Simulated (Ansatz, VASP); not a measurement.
## GaN in VASP and in Ansatz

```
Ga N
1.0
     2.74130    0.00000    0.00000
     0.00000    2.74130    0.00000
     0.00000    0.00000    2.74140
Ga N
1 1
Cartesian
  1.3707 1.3707 1.3707
  0.0000 0.0000 0.0000
```

Alike in both runs: functional PBE; k mesh 20 × 20 × 20; occupations gaussian, width 0.1 eV; no spin polarisation.

Ansatz relaxed the structure, and its values are those at the end. VASP's run is a single point on that final structure, the one shown.

```csv
,VASP,Ansatz
version,VASP 6.6.1,Ansatz 0.2.0
potentials or method,"VASP PAW PBE potentials, release 64 (Ga_d, N), cutoff 520 eV","scalar-relativistic, plane waves, PAW"
valence electrons in the cell,18,18
```

```tsv
	VASP	Ansatz	Ansatz less VASP
gap on the k mesh at the Fermi level (eV)	none	none	-
pressure (GPa)	0.4	0.0	-0.43
```

A gap of «none» marks a metal or a gap that the smearing closes. With one functional, cell and mesh, what is left measures potentials, basis and numerics.
